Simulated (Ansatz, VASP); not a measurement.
# Te2Mo: VASP beside Ansatz

```
Te Mo
1.0
     3.46655    0.00000    0.00000
    -1.73327    3.00212    0.00000
     0.00000    0.00000   17.78261
Te Mo
2 1
Direct
  0.33333 0.66667 0.89904
  0.33333 0.66667 0.10096
  0.00000 0.00000 0.00000
```

Alike in both runs: task single point; functional LDA; k mesh 12 × 12 × 2; occupations gaussian, width 0.02 eV; no spin polarisation.

```csv
,VASP,Ansatz
version,VASP 6.6.1,Ansatz 0.2.0
potentials or method,"VASP PAW LDA potentials, release 64 (Te, Mo_sv), cutoff 500 eV","scalar-relativistic, plane waves, PAW"
valence electrons in the cell,26,46
```

|  | VASP | Ansatz | Ansatz less VASP |
| --- | --- | --- | --- |
| gap on the k mesh at the Fermi level (eV) | 1.24 | 1.24 | -0.001 |
| least direct gap on the mesh (eV) | 1.24 | 1.24 | -0.001 |
| rms of the force components (eV/Å) | 0.024 | 0.004 | -0.0199 |

LDA's correlation is that of Perdew and Zunger in VASP and of Perdew and Wang (1992) in Ansatz. Atom by atom the forces differ by 0.027 eV/Å (rms over components). VASP's potentials hold 26 valence electrons a cell and Ansatz's 46, so a difference there can come from the potentials and not from the codes.

Spin-orbit coupling is off throughout.
